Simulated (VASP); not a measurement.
Here is a VASP 6.6.1 calculation.

The input INCAR:

```
SYSTEM = Mg
PREC     = Accurate       ! precision mode
ENCUT    = 520            ! plane-wave cutoff, eV
EDIFF    = 1E-6           ! SCF threshold, eV
ISMEAR   = -1             ! smearing method
SIGMA    = 0.1            ! smearing width, eV
LREAL    = .False.        ! projectors in reciprocal space
LASPH    = .True.         ! aspherical terms in the spheres
NELM     = 100            ! most SCF steps
ALGO     = Normal         ! electronic algorithm
ISIF     = 2              ! what is computed and relaxed
LWAVE    = .False.        ! write WAVECAR
LCHARG   = .False.        ! write CHGCAR
GGA      = CA             ! functional
NBANDS   = 10             ! bands
```

Contents of KPOINTS:

```
regular mesh
0
Gamma
  8 8 12
  0 0 0
```

File POSCAR:

```
Mg
1.0
    5.1349689625      0.0000000000      0.0000000000
   -2.5674844812      4.4470135692      0.0000000000
    0.0000000000      0.0000000000      3.1116932948
Mg
3
Direct
    1.0000000000      0.0000000000      0.0000000000
    0.3333333333      0.6666666667      0.5000000000
    0.6666666667      0.3333333333      0.5000000000
```

Potentials or basis: VASP PAW LDA potentials, release 64 (Mg).

Run with:

```console
$ cat potpaw_LDA.64/Mg/POTCAR > POTCAR
$ mpirun -np 1 vasp_std > vasp.out
```

**Question.** What does it give for the band gap on the k mesh?

**Answer.** Zero (band 3 reaches 5.74 eV, above the bottom of band 4 at 1.32 eV).

**Question.** Estimate the pressure.

**Answer.** -2.8 GPa.

Stress tensor (GPa, compression positive):
```
-2.82  0.00  0.00
 0.00 -2.82  0.00
 0.00  0.00 -2.72
```
